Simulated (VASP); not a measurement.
Write the native input for VASP 6.6.1 that does the following.

```yaml
Task: single point
Functional: LDA
Potentials_or_basis: VASP PAW LDA potentials, release 64 (O)
Cutoff: 520 eV
k_mesh: 10 × 10 × 7
Occupations: fermi-dirac, width 0.05 eV
Spin: no spin polarisation
Dipole_correction: no
Further_INCAR_settings: ALGO = Normal; EDIFF = 1e-06; NBANDS = 13
```

The structure of O lies in POSCAR:

```
O
1.0
    2.8889256149     -1.6842923427      0.0000000000
    2.8889256149      1.6842923427      0.0000000000
   -2.4260014827      0.0000000000      3.6950431885
O
2
Direct
    0.9745461700      0.9745461700      0.8444259800
    0.0254538300      0.0254538300      0.1555740200
```

This cell differs from its parent crystal: volume scaled by 1.04.

These files were run (other wordings do the same):

INCAR

```
PREC     = Accurate       # precision mode
ENCUT    = 520            # plane-wave cutoff, eV
EDIFF    = 1E-6           # SCF threshold, eV
ISMEAR   = -1             # smearing method
SIGMA    = 0.05           # smearing width, eV
LREAL    = F              # projectors in reciprocal space
LASPH    = T              # aspherical terms in the spheres
NELM     = 60             # most SCF steps
ALGO     = Normal         # electronic algorithm
ISIF     = 2              # what is computed and relaxed
LWAVE    = F              # write WAVECAR
LCHARG   = F              # write CHGCAR
GGA      = CA             # functional
NBANDS   = 13             # bands
```

KPOINTS

```
regular mesh
0
Gamma
  10 10 7
```

Potentials or basis: VASP PAW LDA potentials, release 64 (O).

Command:

```console
$ cat potpaw_LDA.64/O/POTCAR > POTCAR
$ mpirun -np 1 vasp_std > vasp.out
```

It gave:

| Quantity | Value |
| --- | --- |
| Pressure | -5.9 GPa |
| Largest force | 1.179 eV/Å |
| Band gap on the k mesh | zero (band 6 reaches -2.29 eV, above the bottom of band 7 at -2.54 eV) |

Caveat: the standard files for N, O and F lose accuracy on very short bonds; spin is off for a triplet molecule; forces of over 1 eV/Å act on the atoms, so gaps and moduli don't describe the material at rest.

It took 39 s on 1 thread of Intel(R) Xeon(R) Platinum 8488C (Sapphire Rapids) (shared host), peak memory 0.19 GiB.
